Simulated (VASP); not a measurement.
# Ir (Fm-3m) in VASP: single point with PBE+D3(BJ)

Aim: the single point of Ir with PBE+D3(BJ).

Everything below comes from runs of VASP 6.6.1. Logs are shortened: lines on timing, memory, paths and dates and some standing lists are left out, and cuts for length are marked.

## Step 1: The cell of the first run

The structure is cubic, space group Fm-3m (No. 225). Conventional cell: a = 3.840 Å, b = 3.840 Å, c = 3.840 Å, α = 90.00°, β = 90.00°, γ = 90.00°. Ir (site symmetry m-3m) has 12 Ir at 2.72 Å within 3.6 Å.

## Step 2: Single point, PBE+D3(BJ)

INCAR

```
PREC = Accurate
ENCUT = 500
EDIFF = 1E-6
ISMEAR = 0
SIGMA = 0.1
LREAL = F
LASPH = T
NELM = 120
ALGO = Normal
ISIF = 2
LWAVE = F
LCHARG = F
GGA = PE
IVDW = 12
NBANDS = 10
GGA_COMPAT = F
```

KPOINTS

```
Automatic mesh
0
Gamma
  18 18 18
```

POSCAR

```
Ir
1.0
    0.0000000000      1.9201233392      1.9201233392
    1.9201233392      0.0000000000      1.9201233392
    1.9201233392      1.9201233392      0.0000000000
Ir
1
Direct
    0.0000000000      0.0000000000      0.0000000000
```

Potentials or basis: VASP PAW PBE potentials, release 64 (Ir).

Started as:

```bash
$ cat potpaw_PBE.64/Ir/POTCAR > POTCAR
$ mpirun -np 1 vasp_std > vasp.out
```

OUTCAR:

```text
PREC = Accurate
   ENCUT = 500
   EDIFF = 1E-6
   ISMEAR = 0
   LREAL = F
   LASPH = T
   NELM = 120
   ISIF = 2
   GGA = PE
   IVDW = 12
 IVDW          = 12

 ion  position               nearest neighbor table
   1  0.000  0.000  0.000-

  LATTYP: Found a face centered cubic cell.
 ALAT       =     3.8402466784

  Lattice vectors:

 A1 = (   0.0000000000,   1.9201233392,   1.9201233392)
 A2 = (   1.9201233392,   0.0000000000,   1.9201233392)
 A3 = (   1.9201233392,   1.9201233392,   0.0000000000)

Analysis of symmetry for initial positions (statically):
=====================================================================
 Subroutine PRICEL returns:
 Original cell was already a primitive cell.

 Routine SETGRP: Setting up the symmetry group for a
 face centered cubic supercell.

 Subroutine GETGRP returns: Found 48 space group operations
 (whereof 48 operations were pure point group operations)
 out of a pool of 48 trial point group operations.

The static configuration has the point symmetry O_h .

Analysis of symmetry for dynamics (positions and initial velocities):
=====================================================================
 Subroutine PRICEL returns:
 Original cell was already a primitive cell.

 Routine SETGRP: Setting up the symmetry group for a
 face centered cubic supercell.

 Subroutine GETGRP returns: Found 48 space group operations
 (whereof 48 operations were pure point group operations)
 out of a pool of 48 trial point group operations.

The dynamic configuration has the point symmetry O_h .

 Subroutine INISYM returns: Found 48 space group operations
 (whereof 48 operations are pure point group operations),
 and found     1 'primitive' translations

----------------------------------------------------------------------------------------

                                     Primitive cell

  volume of cell :      14.1585

  direct lattice vectors                    reciprocal lattice vectors
     0.000000000  1.920123339  1.920123339    -0.260399939  0.260399939  0.260399939
     1.920123339  0.000000000  1.920123339     0.260399939 -0.260399939  0.260399939
     1.920123339  1.920123339  0.000000000     0.260399939  0.260399939 -0.260399939

  length of vectors
     2.715464468  2.715464468  2.715464468     0.451025924  0.451025924  0.451025924

  position of ions in fractional coordinates (direct lattice)
     0.000000000  0.000000000  0.000000000

  ion indices of the primitive-cell ions
   primitive index   ion index
                 1           1

----------------------------------------------------------------------------------------
[... 79 lines left out ...]
   TEBEG  =    0.0;   TEEND  =   0.0 temperature during run
   PSTRESS=    0.0 pullay stress
   NELECT =       9.0000    total number of electrons
   NUPDOWN=      -1.0000    fix difference up-down
   EMIN   =  10.00;   EMAX   =-10.00  energy-range for DOS
   EFERMI =   0.00;   METHOD = LEGACY
   ISMEAR =     0;   SIGMA  =   0.10  broadening in eV -4-tet -1-fermi 0-gaus
   EFERMI_NEDOS =   21; number of points for ismear=-14 and -15
   IALGO  =     38    algorithm
   IMIX   =      4    mixing-type and parameters
     AMIX     =   0.40;   BMIX     =  1.00
     AMIX_MAG =   1.60;   BMIX_MAG =  1.00
  volume/ion in A,a.u.               =      14.16        95.55
  Fermi-wavevector in a.u.,A,eV,Ry     =   1.407613  2.660002 26.958227  1.981374
  Thomas-Fermi vector in A             =   2.529854
   LORBIT       =      0    0 simple, 1 ext, 2 COOP (PROOUT), +10 PAW based schemes
   GGA     = PE    functional components
   LHFCALC =     F    Hartree Fock is set to
   AEXX    =    0.0000 exact exchange contribution
   IVDW    =    12    specifies the selected vdW correction
   LEPSILON=     F    determine dielectric tensor
   LRPA    =     F    only Hartree local field effects (RPA)
 non-spin polarized calculation
 Gauss-broadening in eV      SIGMA  =   0.10
  energy-cutoff  :      500.00
  volume of cell :       14.16
 maximum number of plane-waves:       370
   NGX =  9   NGY =  9   NGZ =  9

 number of electron       9.0000000 magnetization

 Free energy of the ion-electron system (eV)
  ---------------------------------------------------
  ext. energy  EPLUGINS =         0.00000000
  ---------------------------------------------------
  free energy    TOTEN  =        -8.84331139 eV

  energy without entropy =       -8.83819632  energy(sigma->0) =       -8.84075386

 E-fermi :  10.4280     XC(G=0): -13.9834

 val. band max:       10.4234171356   @ k =   0.5000   0.2222   0.1111
 cond. band min:      10.4339453311   @ k =   0.3333   0.1111   0.0556
 fundamental gap:      0.0105281955
 Fermi energy:        10.4279795866

 k-point     1 :       0.0000    0.0000    0.0000
  band No.  band energies     occupation
      1      -0.7185      2.00000
      2       6.5119      2.00000
      3       6.5119      2.00000
      4       6.5119      2.00000
      5       9.1976      2.00000
      6       9.1976      2.00000
      7      24.7191      0.00000
      8      30.3011      0.00000
      9      30.3011      0.00000
     10      30.3011      0.00000
[... 287 lines left out ...]
 k-point    24 :      -0.2222    0.0556    0.0000
  band No.  band energies     occupation
      1       1.4950      2.00000
      2       5.8469      2.00000
      3       6.9674      2.00000
      4       7.0593      2.00000
      5       8.9095      2.00000
      6       9.7687      2.00000
      7      24.5577      0.00000
      8      27.3467      0.00000
      9      32.4472      0.00000
     10      33.6760      0.00000

 [... further k-points ...]

------------------------ aborting loop because EDIFF is reached ----------------------------------------

 Edisp (eV)   -0.73449

 E8    (eV) :    -0.3425

  FORCE on cell =-STRESS in cart. coord.  units (eV):
  Direction    XX          YY          ZZ          XY          YZ          ZX
  --------------------------------------------------------------------------------------
  -------------------------------------------------------------------------------------
  Total       0.05842     0.05842     0.05842    -0.00000     0.00000     0.00000
  in kB       6.61037     6.61037     6.61037    -0.00000     0.00000     0.00000
  external pressure =        6.61 kB  Pullay stress =        0.00 kB

 VOLUME and BASIS-vectors are now :
 -----------------------------------------------------------------------------
  energy-cutoff  :      500.00
  volume of cell :       14.16
      direct lattice vectors                 reciprocal lattice vectors
     0.000000000  1.920123339  1.920123339    -0.260399939  0.260399939  0.260399939
     1.920123339  0.000000000  1.920123339     0.260399939 -0.260399939  0.260399939
     1.920123339  1.920123339  0.000000000     0.260399939  0.260399939 -0.260399939

 POSITION                                       TOTAL-FORCE (eV/Angst)
 -----------------------------------------------------------------------------------
      0.00000      0.00000      0.00000         0.000000     -0.000000      0.000000
 -----------------------------------------------------------------------------------
    total drift:                                0.000000      0.000000      0.000000

  FREE ENERGIE OF THE ION-ELECTRON SYSTEM (eV)
  ---------------------------------------------------
  free  energy   TOTEN  =        -9.5777996289 eV

  energy  without entropy=       -9.5726845607  energy(sigma->0) =       -9.57524209
```

OSZICAR:

```text
N       E                     dE             d eps       ncg     rms          rms(c)
DAV:   1     0.464613688358E+02    0.46461E+02   -0.42628E+03  3932   0.792E+02
DAV:   2    -0.854387781808E+01   -0.55005E+02   -0.52091E+02  4004   0.193E+02
DAV:   3    -0.938965576467E+01   -0.84578E+00   -0.84170E+00  4582   0.290E+01
DAV:   4    -0.939692011818E+01   -0.72644E-02   -0.72632E-02  4412   0.251E+00
DAV:   5    -0.939706403119E+01   -0.14391E-03   -0.14391E-03  4464   0.337E-01    0.152E+01
DAV:   6    -0.893584054186E+01    0.46122E+00   -0.79829E-01  4374   0.110E+01    0.626E+00
DAV:   7    -0.884943855341E+01    0.86402E-01   -0.25903E-01  4636   0.576E+00    0.148E+00
DAV:   8    -0.884548265212E+01    0.39559E-02   -0.22747E-03  4230   0.524E-01    0.840E-01
DAV:   9    -0.884330453502E+01    0.21781E-02   -0.15157E-03  4444   0.541E-01    0.130E-02
DAV:  10    -0.884331101432E+01   -0.64793E-05   -0.85440E-06  5252   0.257E-02    0.214E-02
DAV:  11    -0.884331138985E+01   -0.37553E-06   -0.51465E-07  2718   0.849E-03
   1 F= -.95777996E+01 E0= -.95752421E+01  d E =-.511507E-02
```

Run time: 32 s. Hardware: 1 thread of Intel Xeon 8259CL, shared host; peak memory 0.16 GiB.

What came out:

```yaml
Free_energy: -9.5778 eV
Pressure: 0.7 GPa
Band_gap_on_the_k_mesh: zero (an odd number of electrons rules out a gap without spin polarisation)
Dispersion_energy_per_atom: -0.734 eV
```

Caveat: spin-orbit coupling is left out, which moves the levels of the heavy elements.
